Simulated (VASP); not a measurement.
Ta:

```
Ta
1.0
    -1.65128    1.65128    1.65128
     1.65128   -1.65128    1.65128
     1.65128    1.65128   -1.65128
Ta
1
Direct
  0.00000 0.00000 0.00000
```

| Property | Result |
| --- | --- |
| Program | VASP 6.6.1 |
| Task | relaxation of cell and atoms |
| Functional | PBE0 |
| Potentials or basis | VASP PAW PBE potentials, release 64 (Ta_pv) |
| Cutoff | 600 eV |
| k mesh | 6 × 6 × 6 |
| Occupations | fermi-dirac, width 0.05 eV |
| Spin | no spin polarisation |

At the start: pressure 3.5 GPa; volume 18.01 Å³/atom.

**Question.** Where does the relaxation end?

**Answer.** Over 3 steps the energy falls by 2.9 meV/atom and the volume is 18.28 Å³/atom (+1.5 %); space group Im-3m (No. 229, to 0.1 Å) before and after.

Step by step:
| step | energy change (eV) | largest force (eV/Å) | pressure (GPa) | volume (Å³) |
| --- | --- | --- | --- | --- |
| 1 | 0.0000 | 0.0000 | 3.49 | 18.01 |
| 2 | 0.0186 | 0.0000 | -8.59 | 19.05 |
| 3 | -0.0029 | 0.0000 | -0.05 | 18.28 |

Final structure:
```
Ta
1.0
    -1.65961    1.65961    1.65961
     1.65961   -1.65961    1.65961
     1.65961    1.65961   -1.65961
Ta
1
Direct
  0.00000 0.00000 0.00000
```

Caveat: the k points lie up to 0.45 Å⁻¹ apart in the final cell, too coarse for converged energies and pressures of a metal; the PAW data sets were made with another functional, which shifts forces and pressure a little.
